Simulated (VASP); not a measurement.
A run of VASP 6.6.1 is set up as follows.

File INCAR:

```
SYSTEM = Zn2N
  ALGO = Normal
  EDIFF = 1E-6
  EDIFFG = -0.01
  ENCUT = 600
  GGA = PE
  IBRION = 2
  ISIF = 3
  ISMEAR = 0
  LASPH = .TRUE.
  LCHARG = .FALSE.
  LREAL = .FALSE.
  LWAVE = .FALSE.
  NELM = 80
  NSW = 100
  PREC = Accurate
  SIGMA = 0.1
```

KPOINTS

```
k-points
0
G
  14 14 12
  0 0 0
```

The input POSCAR:

```
Zn2N
1.0
    3.1232866475      0.0000000000      0.0000000000
    0.0000000000      3.1232866475      0.0000000000
    0.0000000000      0.0000000000      3.9543701449
Zn N
2 1
Direct
    0.0000000000      0.0000000000      0.0000000000
    0.5000000000      0.5000000000      0.5000000000
    0.5000000000      0.5000000000      0.0000000000
```

Potentials or basis: VASP PAW PBE potentials, release 64 (Zn, N).

Command:

```bash
$ cat potpaw_PBE.64/Zn/POTCAR potpaw_PBE.64/N/POTCAR > POTCAR
$ mpirun -np 1 vasp_std > vasp.out
```

**Question.** Predict the relaxed cell.

**Answer.** a = 3.095 Å, b = 3.095 Å, c = 4.032 Å, α = 90.00°, β = 90.00°, γ = 90.00°.

**Question.** What does it give for the band gap on the k mesh?

**Answer.** Zero (an odd number of electrons rules out a gap without spin polarisation).

The path:
```
step  energy change (eV)  largest force (eV/Å)  pressure (GPa)  volume (Å³)
   1              0.0000                0.0000            0.51        38.57
   2             -0.0031                0.0000           -0.32        38.80
   3             -0.0038                0.0000           -0.97        38.96
   4             -0.0054                0.0000           -0.23        38.69
   5             -0.0054                0.0000            0.23        38.57
   6             -0.0055                0.0000           -0.17        38.64
   7             -0.0055                0.0000           -0.06        38.61
   8             -0.0055                0.0000           -0.03        38.62
```
